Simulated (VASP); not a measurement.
Runs of VASP 6.6.1 on C. The structure is monoclinic, space group C2/m (No. 12). The conventional cell has a = 4.255 Å, b = 2.457 Å, c = 3.765 Å, α = 90.00°, β = 111.49°, γ = 90.00°. C (site symmetry m) has 3 C at 1.42 Å within 1.9 Å. 

| smearing | gap on the mesh (eV) | pressure (GPa) | largest force (eV/Å) |
| --- | --- | --- | --- |
| fermi-dirac 0.3 eV | 1.12 | 1.2 | - |
| fermi-dirac 0.2 eV | 1.12 | 1.2 | - |
| fermi-dirac 0.1 eV | 1.12 | 1.1 | 0.01 |
| fermi-dirac 0.5 eV | 1.12 | (a) | 0.01 |

Alike in all rows: task single point; level PBEsol; potentials or basis VASP PAW PBE potentials, release 64 (C); no spin polarisation; cell as given; k mesh 11 × 11 × 7; cutoff (eV) 600.

Q: Estimate the missing entries.

A: (a) 1.6.

Caveats: the PAW data sets were made with another functional, which shifts forces and pressure a little; this functional lacks dispersion, which binds the layers, so the pressure and a relaxed spacing across them are unreliable.

A k mesh can miss the band edges.
